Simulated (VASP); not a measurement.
A run of VASP 6.6.1:

Contents of INCAR:

```
ALGO = Normal ; EDIFF = 1E-7
ENCUT = 520 ; ISIF = 2
ISMEAR = 0 ; LASPH = True
LCHARG = False ; LREAL = False
LWAVE = False ; NBANDS = 12
NELM = 60 ; PREC = Accurate
SIGMA = 0.01
```

KPOINTS

```
k-points
0
Gamma
  11 11 11
```

The input POSCAR:

```
Hg
1.0
    1.7463233735      1.0082402698      2.1478810803
   -1.7463233735      1.0082402698      2.1478810803
    0.0000000000     -2.0164805396      2.1478810803
Hg
1
Direct
    0.0000000000      1.0000000000      0.0000000000
```

Potentials or basis: VASP PAW LDA potentials, release 64 (Hg).

Command:

```console
$ cat potpaw_LDA.64/Hg/POTCAR > POTCAR
$ mpirun -np 1 vasp_std > vasp.out
```

Hardware: 1 thread of Intel Xeon 8259CL, with other jobs on the host.

Q: How long does it take, and how much memory?

A: Run time: 40 s on 1 thread of Intel Xeon 8259CL, with other jobs on the host, peak memory 0.16 GiB. Counts: scf iterations 11, k points 146.
